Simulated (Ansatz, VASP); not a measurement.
**Two plane-wave programs on Si**

Contents of POSCAR:

```
Si
1.0
   -0.1232188892      2.7350059512      2.7350059512
    2.7350059512     -0.1232188892      2.7350059512
    2.7350059512      2.7350059512     -0.1232188892
Si
2
Direct
   -0.0024668583     -0.0024668583     -0.0024668583
    0.2524668583      0.2524668583      0.2524668583
```

File INCAR.step1:

```
PREC     = Accurate       # precision mode
ENCUT    = 520            # plane-wave cutoff, eV
EDIFF    = 1E-5           # SCF threshold, eV
ISMEAR   = 0              # smearing method
SIGMA    = 0.01           # smearing width, eV
LREAL    = F              # projectors in reciprocal space
LASPH    = T              # aspherical terms in the spheres
NELM     = 60             # most SCF steps
ALGO     = Normal         # electronic algorithm
ISIF     = 2              # what is computed and relaxed
LWAVE    = T              # write WAVECAR
GGA      = PE             # functional
NBANDS   = 11             # bands
```

Contents of INCAR.step2:

```
PREC     = Accurate       # precision mode
ENCUT    = 520            # plane-wave cutoff, eV
EDIFF    = 1E-7           # SCF threshold, eV
ISMEAR   = 0              # smearing method
SIGMA    = 0.01           # smearing width, eV
LREAL    = F              # projectors in reciprocal space
LASPH    = T              # aspherical terms in the spheres
NELM     = 60             # most SCF steps
ALGO     = Normal         # electronic algorithm
ISIF     = 2              # what is computed and relaxed
LWAVE    = F              # write WAVECAR
LCHARG   = T              # write CHGCAR
GGA      = PE             # functional
LHFCALC  = T              # exact exchange
HFSCREEN = 0.2079         # screening, 1/A
PRECFOCK = Normal       
LELF     = T              # ELF
LVHAR    = T            
ISTART   = 1            
NBANDS   = 11             # bands
```

The input KPOINTS:

```
Automatic mesh
0
Gamma
  6 6 6
```

Input for Ansatz:

```yaml
crystal:
  lattice:
    - [-0.1232188892, 2.7350059512, 2.7350059512]
    - [2.7350059512, -0.1232188892, 2.7350059512]
    - [2.7350059512, 2.7350059512, -0.1232188892]
  atoms:
    - { symbol: Si, position: [-0.0024668583, -0.0024668583, -0.0024668583] }
    - { symbol: Si, position: [0.2524668583, 0.2524668583, 0.2524668583] }
kpoints:
  mp_grid: { grid: [6, 6, 6] }
  band_path:
    path:
      - [0.0, 0.0, 0.0]
      - [0.5, 0.0, 0.5]
      - [0.625, 0.25, 0.625]
      - [0.375, 0.375, 0.75]
      - [0.5, 0.5, 0.5]
      - [0.5, 0.25, 0.75]
      - [0.0, 0.5, 0.5]
    npoints: 1
hamiltonian:
  xc: hse06
scf:
  occupations: { method: fixed }
  n_extra_bands: 4
output:
  forces: true
  stress: true
  eigenvalues: true
```

Change from the starting cell: epitaxial_111 strain +5.0%.

Alike in both runs: task single point; functional HSE06; k mesh 6 × 6 × 6; no spin polarisation.

|  | VASP | Ansatz |
| --- | --- | --- |
| version | VASP 6.6.1 | Ansatz 0.2.0 |
| potentials or method | VASP PAW PBE potentials, release 64 (Si) | plane waves, PAW |
| plane-wave cutoff (eV) | 520 | 420 |
| occupations | gaussian, width 0.01 eV | fixed |
| valence electrons in the cell | 8 | 8 |

Ansatz gave:

| Item | Value |
| --- | --- |
| gap on the k mesh at the Fermi level (eV) | 0.85 |
| pressure (GPa) | -6.7 |
| traceless stress, the component that is largest in VASP (GPa) | 3.22 |

Q: What did VASP give for the same quantities?

A: gap on the k mesh at the Fermi level (eV): 0.86; pressure (GPa): -6.9; traceless stress, the component that is largest in VASP (GPa): 3.23.

Ansatz's warnings: stress exchange threshold loose, stress scf threshold loose.
